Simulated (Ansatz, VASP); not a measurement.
# One calculation of InSb, two programs

```
CELL_PARAMETERS angstrom
0.00000 2.90468 3.08622
2.90468 0.00000 3.08622
2.90468 2.90468 0.00000
ATOMIC_POSITIONS crystal
In 0.00000 0.00000 0.00000
Sb 0.50000 0.50000 0.50000
```

Alike in both runs: task single point; functional PBEsol; k mesh 14 × 14 × 14; occupations gaussian, width 0.15 eV; no spin polarisation.

```csv
,VASP,Ansatz
version,VASP 6.6.1,Ansatz 0.2.0
potentials or method,"VASP PAW PBE potentials, release 64 (In_d, Sb), cutoff 520 eV","scalar-relativistic, plane waves, PAW"
valence electrons in the cell,18,28
```

```tsv
	VASP	Ansatz	Ansatz less VASP
gap on the k mesh at the Fermi level (eV)	none	none	-
pressure (GPa)	4.0	4.0	-0.03
traceless stress, the component that is largest in VASP (GPa)	-4.50	-4.49	+0.006
```

VASP's potentials were made for PBE, not for PBEsol, and Ansatz warns of the same on its side. A gap of «none» marks a metal or a gap that the smearing closes. VASP's potentials hold 18 valence electrons a cell and Ansatz's 28, so a difference there can come from the potentials and not from the codes.

Neither program's run includes spin-orbit coupling.
